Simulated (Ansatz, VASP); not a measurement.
**MgS in VASP and in Ansatz**

The input INCAR:

```
PREC = Accurate
ENCUT = 520
EDIFF = 1E-7
ISMEAR = -1
SIGMA = 0.05
LREAL = F
LASPH = T
NELM = 100
ALGO = Normal
ISIF = 2
LWAVE = F
LCHARG = F
GGA = PS
NBANDS = 11
```

KPOINTS

```
Automatic mesh
0
Gamma
  8 8 8
```

The input POSCAR:

```
MgS
1.0
    0.0000000000      2.8618834243      2.7764576459
    2.8618834243      0.0000000000      2.7764576459
    2.8618834243      2.8618834243      0.0000000000
S Mg
1 1
Direct
    0.2500000000      0.2500000000      0.2500000000
    0.0000000000      0.0000000000      0.0000000000
```

Contents of input.yaml:

```yaml
crystal:
  lattice:
    - [0.0, 2.8618834243, 2.7764576459]
    - [2.8618834243, 0.0, 2.7764576459]
    - [2.8618834243, 2.8618834243, 0.0]
  atoms:
    - { symbol: S, position: [0.25, 0.25, 0.25] }
    - { symbol: Mg, position: [0.0, 0.0, 0.0] }
kpoints:
  mp_grid: { grid: [8, 8, 8] }
  band_path:
    path:
      - [0.0, 0.0, 0.0]
      - [0.0, 0.5, 0.5]
      - [0.2656206173, 0.5, 0.7656206173]
      - [0.3828103086, 0.3828103086, 0.7656206173]
      - [0.0, 0.0, 0.0]
      - [-0.5, -0.5, 0.0]
      - [-0.3828103086, -0.3828103086, 0.2343793827]
      - [0.0, 0.0, 0.5]
    npoints: 8
scf:
  occupations: { method: fermi_dirac, width: 0.05 }
hamiltonian:
  xc: pbesol
  pseudopotentials: { kind: all_electron, lapw: { basis_error: 0.001 } }
output:
  forces: true
  stress: true
  eigenvalues: true
```

Change from the starting cell: strain_z_fixed_volume = -0.02.

Alike in both runs: functional PBEsol; k mesh 8 × 8 × 8; occupations fermi-dirac, width 0.05 eV; no spin polarisation.

|  | VASP | Ansatz |
| --- | --- | --- |
| version | VASP 6.6.1 | Ansatz 0.2.0 |
| potentials or method | VASP PAW PBE potentials, release 64 (S, Mg), cutoff 520 eV | all-electron LAPW, scalar-relativistic |
| task | single point | band structure |

VASP gave:

```
gap on the k mesh at the Fermi level (eV)                     : 3.23
least direct gap on the mesh (eV)                             : 3.23
pressure (GPa)                                                : -0.6
traceless stress, the component that is largest in VASP (GPa) : 0.36
```

Task: Estimate Ansatz's values.

Result: gap on the k mesh at the Fermi level (eV): 3.23; least direct gap on the mesh (eV): 3.23; pressure (GPa): -0.5; traceless stress, the component that is largest in VASP (GPa): 0.36.

VASP's potentials were made for PBE, not for PBEsol. Ansatz ran all-electron here, and VASP with PAW potentials.
